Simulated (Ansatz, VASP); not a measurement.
**Two plane-wave programs on AlAs**

INCAR

```
SYSTEM = AlAs
PREC = Accurate ; ENCUT = 500
EDIFF = 1E-6 ; ISMEAR = 0
SIGMA = 0.02 ; LREAL = .FALSE.
LASPH = .TRUE. ; NELM = 120
ALGO = Normal ; ISIF = 2
LWAVE = .FALSE. ; LCHARG = .FALSE.
GGA = PE ; NBANDS = 11
GGA_COMPAT = .FALSE.
```

KPOINTS

```
regular mesh
0
G
  8 8 8
  0 0 0
```

File POSCAR:

```
AlAs
1.0
    0.0000000000      2.8400000000      2.8400000000
    2.8400000000      0.0000000000      2.8400000000
    2.8400000000      2.8400000000      0.0000000000
Al As
1 1
Direct
    0.0000000000      0.0000000000      0.0000000000
    0.2500000000      0.2500000000      0.2500000000
```

Input for Ansatz:

```yaml
crystal:
  lattice:
    - [0.0, 2.84, 2.84]
    - [2.84, 0.0, 2.84]
    - [2.84, 2.84, 0.0]
  atoms:
    - { symbol: Al, position: [0.0, 0.0, 0.0] }
    - { symbol: As, position: [0.25, 0.25, 0.25] }
basis:
  ecutwfc: 420
kpoints:
  mp_grid: { grid: [8, 8, 8] }
  band_path:
    path:
      - [[0.0, 0.0, 0.0], [-0.5, -0.5, 0.0], [-0.375, -0.375, 0.25]]
      - [[-0.375, 0.0, 0.375], [0.0, 0.0, 0.0], [0.0, 0.0, 0.5], [-0.5, -0.25, 0.25], [-0.5, -0.5, 0.0]]
    npoints: 10
hamiltonian:
  xc: pbe
  pseudopotentials: { kind: paw, azcp: { folder: soft_1 } }
scf:
  occupations: { method: gaussian, width: 0.02 }
  n_extra_bands: 7
output:
  forces: true
  stress: true
  eigenvalues: true
```

Alike in both runs: task single point; functional PBE; k mesh 8 × 8 × 8; occupations gaussian, width 0.02 eV; no spin polarisation.

|  | VASP | Ansatz |
| --- | --- | --- |
| version | VASP 6.6.1 | Ansatz 0.2.0 |
| potentials or method | VASP PAW PBE potentials, release 64 (Al, As), cutoff 500 eV | scalar-relativistic, plane waves, PAW |
| valence electrons in the cell | 8 | 18 |

VASP gave:

* gap on the k mesh at the Fermi level (eV): 1.45
* least direct gap on the mesh (eV): 1.98
* pressure (GPa): 2.0

Q: Estimate Ansatz's values.

A: gap on the k mesh at the Fermi level (eV): 1.46; least direct gap on the mesh (eV): 1.98; pressure (GPa): 1.8.

VASP's potentials hold 8 valence electrons a cell and Ansatz's 18, so a difference there can come from the potentials and not from the codes.
